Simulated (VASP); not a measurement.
I: single point with PBEsol

Crystal: I.

```
I
1.0
     2.57089   -3.76797    0.01043
     2.57089    3.76797    0.01043
    -1.63187    0.00000    2.26652
I
1
Direct
  0.50000 0.50000 0.50000
```

This cell differs from its parent crystal: strained.

```
Program                : VASP 6.6.1
Task                   : single point
Functional             : PBEsol
Potentials or basis    : VASP PAW PBE potentials, release 64 (I)
Cutoff                 : 500 eV
k mesh                 : 12 × 12 × 18
Occupations            : gaussian, width 0.1 eV
Spin                   : no spin polarisation
Dipole correction      : no
Further INCAR settings : ALGO = Normal; EDIFF = 1e-06; NBANDS = 10
```

The pressure is 2.5 GPa and the band gap on the k mesh is zero (an odd number of electrons rules out a gap without spin polarisation).

Stress tensor (GPa, compression positive):
```
 2.21  0.00 -5.06
 0.00 -0.42  0.00
-5.06  0.00  5.62
```

Levels at points of the mesh, in eV from the Fermi level:
```
           k point  band 1  band 2  band 3  band 4  band 5  band 6  band 7  band 8
(0.00, 0.00, 0.00)  -13.78   -1.77   -1.69    4.03    4.89    7.50    8.05   10.43
(0.50, 0.00, 0.00)  -13.51   -3.74   -2.23    4.85    4.91   10.31   10.88   12.44
(0.50, 0.50, 0.00)  -13.55   -3.66   -2.08    4.72    4.94   10.09   10.47   12.35
(0.00, 0.00, 0.50)  -10.29   -5.72   -0.78   -0.08    5.08    6.04   11.66   11.71
(0.50, 0.00, 0.50)  -10.46   -5.89   -0.16    0.55    5.80    7.89    9.70    9.87
(0.50, 0.50, 0.50)  -10.32   -5.75   -0.75    0.10    5.13    6.43   11.29   11.50
```

Run time: 110 s on 1 thread of AMD EPYC 9R45 96-Core Processor (Zen 5), on a shared host, peak memory 0.35 GiB.

Caveat: the cell differs from its parent crystal (strained); the PAW data sets were made with another functional, which shifts forces and pressure a little; spin-orbit coupling is left out, which moves the levels of the heavy elements; an odd number of electrons without spin polarisation forces a metal; a magnetic or distorted state may lie lower.
